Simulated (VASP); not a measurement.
Input of a VASP 6.6.1 run:

File INCAR:

```
SYSTEM = Ge
PREC     = Accurate       ! precision mode
ENCUT    = 520            ! plane-wave cutoff, eV
EDIFF    = 1E-6           ! SCF threshold, eV
ISMEAR   = 0              ! smearing method
SIGMA    = 0.15           ! smearing width, eV
LREAL    = .FALSE.        ! projectors in reciprocal space
LASPH    = .TRUE.         ! aspherical terms in the spheres
NELM     = 60             ! most SCF steps
ALGO     = Normal         ! electronic algorithm
ISIF     = 2              ! what is computed and relaxed
LWAVE    = .FALSE.        ! write WAVECAR
LCHARG   = .FALSE.        ! write CHGCAR
GGA      = PE             ! functional
NBANDS   = 13             ! bands
```

KPOINTS

```
Automatic mesh
0
G
  20 20 18
  0 0 0
```

Contents of POSCAR:

```
Ge
1.0
    1.3622202750     -2.5355031000      0.0000000000
    1.3622202750      2.5355031000      0.0000000000
    0.0000000000      0.0000000000      2.7656867750
Ge
1
Direct
    0.5000000000      0.5000000000      0.0000000000
```

Potentials or basis: VASP PAW PBE potentials, release 64 (Ge_d).

Run with:

```bash
$ cat potpaw_PBE.64/Ge_d/POTCAR > POTCAR
$ mpirun -np 1 vasp_std > vasp.out
```

(1) What does it give for the pressure?

(2) Predict the band gap on the k mesh.

## Answers

(1) 1.3 GPa.

(2) zero (band 7 reaches 12.50 eV, above the bottom of band 8 at 3.65 eV).

Caveat: the cell differs from its parent crystal (strain -0.025 along x and y, +0.025 along z).
